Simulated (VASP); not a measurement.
Here is a VASP 6.6.1 calculation.

The input INCAR:

```
SYSTEM = SiC
PREC = Accurate
ENCUT = 520
EDIFF = 1E-7
ISMEAR = 0
SIGMA = 0.02
LREAL = .FALSE.
LASPH = .TRUE.
NELM = 100
ALGO = Normal
ISIF = 2
LWAVE = .FALSE.
LCHARG = .TRUE.
GGA = PS
LELF = .TRUE.
LVHAR = .TRUE.
NBANDS = 11
```

The input KPOINTS:

```
regular mesh
0
G
  10 10 10
  0 0 0
```

The input POSCAR:

```
SiC
1.0
    0.0000000000      2.1784203227      2.1784203227
    2.1784203227      0.0000000000      2.1784203227
    2.1784203227      2.1784203227      0.0000000000
Si C
1 1
Direct
    0.0000000000      0.0000000000      0.0000000000
    0.2500000000      0.2500000000      0.2500000000
```

Potentials or basis: VASP PAW PBE potentials, release 64 (Si, C).

The run is started by

```console
$ cat potpaw_PBE.64/Si/POTCAR potpaw_PBE.64/C/POTCAR > POTCAR
$ mpirun -np 1 vasp_std > vasp.out
```

**Question.** Predict the band gap on the k mesh.

**Answer.** 1.23 eV (least direct gap 4.44 eV).

**Question.** Estimate the pressure.

**Answer.** 0.3 GPa.

Caveat: the PAW data sets were made with another functional, which shifts forces and pressure a little.

**The experiment to reproduce.**

“Insight into the structural, elastic and electronic properties of a new orthorhombic 6O-SiC polytype”, 2020, pmc:7200658 quotes, for a bulk crystal of SiC: band gap 2.4 eV (indirect).

A measured gap of SiC is 2.4 eV (indirect; quoted in “Insight into the structural, elastic and electronic properties of a new orthorhombic 6O-SiC polytype”, 2020, pmc:7200658); the calculated 1.23 eV misses it by -1.17 eV. The value is that of PBEsol on a finite k mesh, which can miss the band edges, without temperature or zero-point motion. Semilocal functionals fall short of measured gaps as a rule.
